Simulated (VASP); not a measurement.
# BN (zincblende type): density of states with PBE

BN (zincblende type):

```
B N
1.0
     0.00000    1.81235    1.81235
     1.81235    0.00000    1.81235
     1.81235    1.81235    0.00000
B N
1 1
Direct
  0.00000 0.00000 0.00000
  0.25000 0.25000 0.25000
```

```yaml
Program: VASP 6.6.1
Task: density of states
Functional: PBE
Potentials_or_basis: VASP PAW PBE potentials, release 64 (B, N)
Cutoff: 520 eV
k_mesh: 15 × 15 × 15
Occupations: fermi-dirac, width 0.05 eV
Spin: no spin polarisation
Dipole_correction: no
k_mesh_for_the_DOS: 23 × 23 × 23
Occupations_for_the_DOS: tetrahedron
Further_INCAR_settings: ALGO = Normal; EDIFF = 1e-07; NBANDS = 11
```

```json
{"Valence electrons inside the program's atomic spheres": "B 2.02; N 3.97"}
```

Levels at points of the mesh, in eV from the valence-band top:
```csv
k point,band 1,band 2,band 3,band 4,band 5,band 6,band 7,band 8,band 9
"(0.00, 0.00, 0.00)",-20.14,0.00,0.00,0.00,8.78,8.78,8.78,10.22,24.60
```

Wall time 20 s on 1 thread of Intel(R) Xeon(R) Platinum 8559C (Emerald Rapids), with other jobs on the host, peak memory 0.15 GiB.
